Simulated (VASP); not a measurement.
**KF: single point with PBE**

KF:

```
K F
1.0
     0.00000    2.88564    2.88564
     2.88564    0.00000    2.88564
     2.88564    2.88564    0.00000
K F
1 1
Direct
  0.00000 0.00000 0.00000
  0.25000 0.25000 0.25000
```

This cell differs from its parent crystal: volume changed by -5%.

- Program: VASP 6.6.1
- Task: single point
- Functional: PBE
- Potentials or basis: VASP PAW PBE potentials, release 64 (K_sv, F)
- Cutoff: 520 eV
- k mesh: 4 × 4 × 4
- Occupations: gaussian, width 0.01 eV
- Spin: no spin polarisation

```yaml
Pressure: 2.4 GPa
Band_gap_on_the_k_mesh: 5.30 eV, indirect (least direct gap 5.55 eV)
```

Levels at points of the mesh, in eV from the valence-band top:
| k point | band 6 | band 7 | band 8 | band 9 | band 10 | band 11 |
| --- | --- | --- | --- | --- | --- | --- |
| (0.00, 0.00, 0.00) | -0.25 | -0.25 | -0.25 | 5.30 | 11.95 | 11.95 |
| (0.50, 0.00, 0.00) | -0.29 | -0.14 | -0.14 | 8.18 | 9.48 | 11.08 |
| (0.50, 0.50, 0.00) | -0.51 | 0.00 | 0.00 | 8.40 | 8.51 | 12.72 |

Wall time 13 s on 1 thread of AMD EPYC 7R13, on a shared host, peak memory 0.13 GiB.

Caveat: the k points lie up to 0.47 Å⁻¹ apart. A k mesh can miss the band edges.
